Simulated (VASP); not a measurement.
# Zn4SO3 (Cmc2_1) in VASP: a series of runs

The runs below take Zn4SO3 through single point, with PBEsol.

All numbers are computed with VASP 6.6.1; they aren't measurements. Logs are shortened: lines on timing, memory, paths and dates and some standing lists are left out, and cuts for length are marked.

### Step 1. The cell of the first run

The structure is orthorhombic, space group Cmc2_1 (No. 36). The conventional cell has a = 6.770 Å, b = 11.574 Å, c = 5.446 Å, α = 90.00°, β = 90.00°, γ = 90.00°. Within 2.6 Å of Zn (site symmetry m) lie 2 O at 1.98 Å and 2 S at 2.25 to 2.29 Å. Zn (site symmetry 1) has 3 O at 1.97 to 2.00 Å and 1 S at 2.26 Å within 2.6 Å. Zn (site symmetry m) has 4 O at 2.02 to 2.04 Å within 2.7 Å. Within 3.0 Å of S (site symmetry m) lie 4 Zn at 2.25 to 2.29 Å. Within 2.6 Å of O (site symmetry 1) lie 4 Zn at 1.97 to 2.03 Å. O (site symmetry m) has 4 Zn at 1.99 to 2.04 Å within 2.6 Å.

### Step 2. Single point, PBEsol

INCAR reads:

```
ALGO = Normal
EDIFF = 1E-7
ENCUT = 520
GGA = PS
ISIF = 2
ISMEAR = 0
LASPH = True
LCHARG = False
LREAL = Auto
LWAVE = False
NBANDS = 86
NELM = 80
PREC = Accurate
SIGMA = 0.02
```

KPOINTS reads:

```
k-points
0
Gamma
  4 2 2
```

POSCAR reads:

```
Zn4SO3
1.0
    0.0000000000      0.0000000000     -5.4458928509
    3.3851293816      5.8632160791      0.0000000000
    3.3192663268     -5.8251900267      0.0000000000
Zn S O
8 2 6
Direct
    0.5515345455      0.1527482591      0.3054965182
    0.4807635366      0.1489412971      0.8511304527
    0.4854370392      0.6681799791      0.3363599582
    0.4807635366      0.7021891557      0.8511304527
    0.0515345455      0.3472517409      0.6945034818
   -0.0192364634      0.3510587029      0.1488695473
   -0.0145629608      0.8318200209      0.6636400418
   -0.0192364634      0.7978108443      0.1488695473
    0.6319837579      0.3433073459      0.6866146917
    0.1319837579      0.1566926541      0.3133853083
    0.6195637902      0.3447115690      0.1670946350
    0.6143500041      0.8334510464      0.6669020929
    0.6195637902      0.8223830660      0.1670946350
    0.1195637902      0.1552884310      0.8329053650
    0.1143500041      0.6665489536      0.3330979071
    0.1195637902      0.6776169340      0.8329053650
```

Potentials or basis: VASP PAW PBE potentials, release 64 (Zn, S, O).

Launch:

```bash
cat potpaw_PBE.64/Zn/POTCAR potpaw_PBE.64/S/POTCAR potpaw_PBE.64/O/POTCAR > POTCAR
mpirun -np 1 vasp_std > vasp.out
```

OUTCAR:

```text
EDIFF = 1E-7
   ENCUT = 520
   GGA = PS
   ISIF = 2
   ISMEAR = 0
   LASPH = True
   LREAL = Auto
   NELM = 80
   PREC = Accurate

 ion  position               nearest neighbor table
   1  0.552  0.153  0.305-  11 1.98  13 1.98   9 2.25  10 2.29
   2  0.481  0.149  0.851-  14 1.97  12 1.99  11 2.00   9 2.26   4 3.02
   3  0.485  0.668  0.336-  15 2.02  13 2.03  11 2.03  12 2.04
   4  0.481  0.702  0.851-  16 1.97  12 1.99  13 2.00   9 2.26   2 3.02
   5  0.052  0.347  0.695-  14 1.98  16 1.98  10 2.25   9 2.29
   6  0.981  0.351  0.149-  11 1.97  15 1.99  14 2.00  10 2.26   8 3.02
   7  0.985  0.832  0.664-  12 2.02  16 2.03  14 2.03  15 2.04
   8  0.981  0.798  0.149-  13 1.97  15 1.99  16 2.00  10 2.26   6 3.02
   9  0.632  0.343  0.687-   1 2.25   2 2.26   4 2.26   5 2.29
  10  0.132  0.157  0.313-   5 2.25   6 2.26   8 2.26   1 2.29
  11  0.620  0.345  0.167-   6 1.97   1 1.98   2 2.00   3 2.03
  12  0.614  0.833  0.667-   4 1.99   2 1.99   7 2.02   3 2.04
  13  0.620  0.822  0.167-   8 1.97   1 1.98   4 2.00   3 2.03
  14  0.120  0.155  0.833-   2 1.97   5 1.98   6 2.00   7 2.03
  15  0.114  0.667  0.333-   8 1.99   6 1.99   3 2.02   7 2.04
  16  0.120  0.678  0.833-   4 1.97   5 1.98   8 2.00   7 2.03

  LATTYP: Found a base centered orthorhombic cell.
 ALAT       =     6.7702587632
 B/A-ratio  =     1.7095842793
 C/A-ratio  =     0.8043847424

  Lattice vectors:

 A1 = (  -3.3192663268,   5.8251900267,   0.0000000000)
 A2 = (   6.7043957084,   0.0380260524,   0.0000000000)
 A3 = (   0.0000000000,   0.0000000000,  -5.4458928509)

Analysis of symmetry for initial positions (statically):
=====================================================================
 Subroutine PRICEL returns:
 Original cell was already a primitive cell.

 Routine SETGRP: Setting up the symmetry group for a
 base centered orthorhombic supercell.

 Subroutine GETGRP returns: Found  4 space group operations
 (whereof  2 operations were pure point group operations)
 out of a pool of  8 trial point group operations.

The static configuration has the point symmetry C_1h.
 The point group associated with its full space group is C_2v.

Analysis of symmetry for dynamics (positions and initial velocities):
=====================================================================
 Subroutine PRICEL returns:
 Original cell was already a primitive cell.

 Routine SETGRP: Setting up the symmetry group for a
 base centered orthorhombic supercell.

 Subroutine GETGRP returns: Found  4 space group operations
 (whereof  2 operations were pure point group operations)
 out of a pool of  8 trial point group operations.

The dynamic configuration has the point symmetry C_1h.
 The point group associated with its full space group is C_2v.

 Subroutine INISYM returns: Found  4 space group operations
 (whereof  2 operations are pure point group operations),
 and found     1 'primitive' translations

----------------------------------------------------------------------------------------

                                     Primitive cell

  volume of cell :     213.3733

  direct lattice vectors                    reciprocal lattice vectors
     0.000000000  0.000000000 -5.445892851     0.000000000  0.000000000 -0.183624619
     3.385129382  5.863216079  0.000000000     0.148675375  0.084717093  0.000000000
     3.319266327 -5.825190027  0.000000000     0.149645907 -0.086398105  0.000000000

  length of vectors
     5.445892851  6.770258763  6.704503546     0.183624619  0.171117950  0.172796210

  position of ions in fractional coordinates (direct lattice)
     0.551534545  0.152748259  0.305496518
     0.480763537  0.148941297  0.851130453
     0.485437039  0.668179979  0.336359958
     0.480763537  0.702189156  0.851130453
     0.051534545  0.347251741  0.694503482
     0.980763537  0.351058703  0.148869547
[... 8 lines left out ...]
     0.114350004  0.666548954  0.333097907
     0.119563790  0.677616934  0.832905365

  ion indices of the primitive-cell ions
   primitive index   ion index
                 1           1
                 2           2
                 3           3
                 4           4
                 5           5
                 6           6
[... 8 lines left out ...]
                15          15
                16          16

----------------------------------------------------------------------------------------

 KPOINTS: k-points

Automatic generation of k-mesh.
 Grid dimensions read from file:
 generate k-points for:    4    2    2

 Generating k-lattice:

  Cartesian coordinates                     Fractional coordinates (reciprocal lattice)
     0.000000000  0.000000000 -0.045906155     0.250000000  0.000000000  0.000000000
     0.074337687  0.042358546  0.000000000     0.000000000  0.500000000  0.000000000
     0.074822954 -0.043199052  0.000000000     0.000000000  0.000000000  0.500000000

  Length of vectors
     0.045906155  0.085558975  0.086398105

  Shift w.r.t. Gamma in fractional coordinates (k-lattice)
     0.000000000  0.000000000  0.000000000

 Subroutine IBZKPT returns following result:
 ===========================================

 Found      9 irreducible k-points:

 Following reciprocal coordinates:
            Coordinates               Weight
  0.000000  0.000000  0.000000      1.000000
  0.250000  0.000000  0.000000      2.000000
  0.500000  0.000000  0.000000      1.000000
  0.000000  0.500000  0.000000      2.000000
  0.250000  0.500000  0.000000      4.000000
  0.500000  0.500000  0.000000      2.000000
  0.000000 -0.000000  0.500000      1.000000
  0.250000 -0.000000  0.500000      2.000000
  0.500000 -0.000000  0.500000      1.000000
   k-points           NKPTS =      9   k-points in BZ     NKDIM =      9   number of bands    NBANDS=     86
   number of dos      NEDOS =    301   number of ions     NIONS =     16
   total plane-waves  NPLWV = 105000
   dimension x,y,z NGX =    42 NGY =   50 NGZ =   50
   dimension x,y,z NGXF=    84 NGYF=  100 NGZF=  100
   ions per type =               8   2   6
   NGX,Y,Z   is equivalent  to a cutoff of  12.82, 12.28, 12.40 a.u.
   NGXF,Y,Z  is equivalent  to a cutoff of  25.64, 24.56, 24.80 a.u.
 SYSTEM =  unknown system
   PREC   = accura    normal or accurate (medium, high low for compatibility)
   ISTART =      0    job   : 0-new  1-cont  2-samecut
   ICHARG =      2    charge: 1-file 2-atom 10-const
   ISPIN  =      1    spin polarized calculation?
   LNONCOLLINEAR =      F non collinear calculations
   LSORBIT =      F    spin-orbit coupling
   LASPH  =      T    aspherical Exc in radial PAW
   ENCUT  =  520.0 eV  38.22 Ry    6.18 a.u.  10.13 12.59 12.47*2*pi/ulx,y,z
   NELM   =     80;   NELMIN=  2; NELMDL= -5     # of ELM steps
   EDIFF  = 0.1E-06   stopping-criterion for ELM
   LREAL  =      T    real-space projection
   EDIFFG = 0.1E-05   stopping-criterion for IOM
   NSW    =      0    number of steps for IOM
   IBRION =     -1    ionic relax: 0-MD 1-quasi-New 2-CG
   NFREE  =      0    steps in history (QN), initial steepest desc. (CG)
   ISIF   =      2    stress and relaxation
   ISYM   =      2    0-nonsym 1-usesym 2-fastsym
   POTIM  = 0.5000    time-step for ionic-motion
   TEBEG  =    0.0;   TEEND  =   0.0 temperature during run
   PSTRESS=    0.0 pullay stress
   NELECT =     144.0000    total number of electrons
   NUPDOWN=      -1.0000    fix difference up-down
   EMIN   =  10.00;   EMAX   =-10.00  energy-range for DOS
   EFERMI =   0.00;   METHOD = LEGACY
   ISMEAR =     0;   SIGMA  =   0.02  broadening in eV -4-tet -1-fermi 0-gaus
   EFERMI_NEDOS =   21; number of points for ismear=-14 and -15
   IALGO  =     38    algorithm
   IMIX   =      4    mixing-type and parameters
     AMIX     =   0.40;   BMIX     =  1.00
     AMIX_MAG =   1.60;   BMIX_MAG =  1.00
  volume/ion in A,a.u.               =      13.34        89.99
  Fermi-wavevector in a.u.,A,eV,Ry     =   1.435982  2.713612 28.055809  2.062044
  Thomas-Fermi vector in A             =   2.555220
   LORBIT       =      0    0 simple, 1 ext, 2 COOP (PROOUT), +10 PAW based schemes
   GGA     = PS    functional components
   LHFCALC =     F    Hartree Fock is set to
   AEXX    =    0.0000 exact exchange contribution
   IVDW    =     0    specifies the selected vdW correction
   LEPSILON=     F    determine dielectric tensor
   LRPA    =     F    only Hartree local field effects (RPA)
 non-spin polarized calculation
 Gauss-broadening in eV      SIGMA  =   0.02
  energy-cutoff  :      520.00
  volume of cell :      213.37
 maximum number of plane-waves:      5808
 NGX is ok and might be reduce to    42
   NGX = 21   NGY = 25   NGZ = 25

 number of electron     144.0000060 magnetization

 Free energy of the ion-electron system (eV)
  ---------------------------------------------------
  ext. energy  EPLUGINS =         0.00000000
  ---------------------------------------------------
  free energy    TOTEN  =       -72.21218906 eV

  energy without entropy =      -72.21218906  energy(sigma->0) =      -72.21218906

 E-fermi :   2.0322     XC(G=0): -10.9425

 val. band max:        1.8732307166   @ k =   0.0000   0.0000   0.0000
 cond. band min:       2.5384485607   @ k =   0.0000   0.0000   0.0000
 fundamental gap:      0.6652178440
 Fermi energy:         2.0321690664

 k-point     1 :       0.0000    0.0000    0.0000
  band No.  band energies     occupation
      1     -16.1931      2.00000
      2     -15.7411      2.00000
      3     -15.7337      2.00000
      4     -15.6179      2.00000
      5     -15.5914      2.00000
      6     -15.5467      2.00000
[... 76 lines left out ...]
     83       8.6886      0.00000
     84       9.0390      0.00000

 k-point     2 :       0.2500    0.0000    0.0000
  band No.  band energies     occupation
      1     -16.1191      2.00000
      2     -15.7762      2.00000
      3     -15.7099      2.00000
      4     -15.6352      2.00000
      5     -15.5987      2.00000
      6     -15.5723      2.00000
[... 598 lines left out ...]
     83       8.9925      0.00000
     84       9.4795      0.00000

 k-point     9 :       0.5000   -0.0000    0.5000
  band No.  band energies     occupation
      1     -15.8503      2.00000
      2     -15.8503      2.00000
      3     -15.7113      2.00000
      4     -15.7113      2.00000
      5     -15.6402      2.00000
      6     -15.6402      2.00000
[... 76 lines left out ...]
     83       8.9117      0.00000
     84       8.9117      0.00000
 [bands above 84 left out]

------------------------ aborting loop because EDIFF is reached ----------------------------------------

  FORCE on cell =-STRESS in cart. coord.  units (eV):
  Direction    XX          YY          ZZ          XY          YZ          ZX
  --------------------------------------------------------------------------------------
  -------------------------------------------------------------------------------------
  Total        1.1575499      1.2167116      0.6761517      0.0512356      0.0000000      0.0000000
  in kB        8.6918085      9.1360419      5.0770870      0.3847174      0.0000000      0.0000000
  external PRESSURE =       7.6349791 kB  Pullay stress =       0.0000000 kB

 VOLUME and BASIS-vectors are now :
 -----------------------------------------------------------------------------
  energy-cutoff  :      520.00
  volume of cell :      213.37
      direct lattice vectors                 reciprocal lattice vectors
     0.000000000  0.000000000 -5.445892851     0.000000000  0.000000000 -0.183624619
     3.385129382  5.863216079  0.000000000     0.148675375  0.084717093  0.000000000
     3.319266327 -5.825190027  0.000000000     0.149645907 -0.086398105  0.000000000

 POSITION                                       TOTAL-FORCE (eV/Angst)
 -----------------------------------------------------------------------------------
      1.53110     -0.88398     -3.00360         0.033960     -0.019607      0.015461
      3.32931     -4.08472     -2.61819         0.001250      0.031259     -0.001930
      3.37834      1.95832     -2.64364         0.001215     -0.000702      0.007133
      5.20213     -0.84091     -2.61819        -0.026446     -0.016712     -0.001930
      3.48073     -2.00960     -0.28065        -0.033960      0.019607      0.015461
      1.68252      1.19114     -5.34113        -0.001250     -0.031259     -0.001930
[... 8 lines left out ...]
      3.36200      1.96776     -0.62274         0.021937     -0.012665     -0.017482
      5.05846     -0.87882     -0.65113         0.003929      0.025200      0.002552
 -----------------------------------------------------------------------------------
    total drift:                                0.000021     -0.000034     -0.016470

  FREE ENERGIE OF THE ION-ELECTRON SYSTEM (eV)
  ---------------------------------------------------
  free  energy   TOTEN  =       -72.2121890639 eV

  energy  without entropy=      -72.2121890639  energy(sigma->0) =      -72.21218906
```

It took 7.9 min on 1 thread of Intel Xeon Platinum 8488C (Sapphire Rapids), shared host; peak memory 0.36 GiB.

What came out:

```yaml
Free_energy: -72.2122 eV
Pressure: 0.8 GPa
Largest_force: 0.042 eV/Å
Band_gap_on_the_k_mesh: 0.67 eV
```

Forces on the atoms (eV/Å):
```
Zn   0.034 -0.020  0.015
Zn   0.001  0.031 -0.002
Zn   0.001 -0.001  0.007
Zn  -0.026 -0.017 -0.002
Zn  -0.034  0.020  0.015
Zn  -0.001 -0.031 -0.002
Zn  -0.001  0.001  0.007
Zn   0.026  0.017 -0.002
S   -0.007  0.004 -0.006
S    0.007 -0.004 -0.006
O    0.020  0.016  0.003
O   -0.022  0.013 -0.017
O   -0.004 -0.025  0.003
O   -0.020 -0.016  0.003
O    0.022 -0.013 -0.017
O    0.004  0.025  0.003
```

Caveat: the k points lie up to 0.54 Å⁻¹ apart; semilocal functionals underestimate gaps, and a narrow one can read as zero; the PAW data sets were made with another functional, which shifts forces and pressure a little.

[end of part 1 of 2]
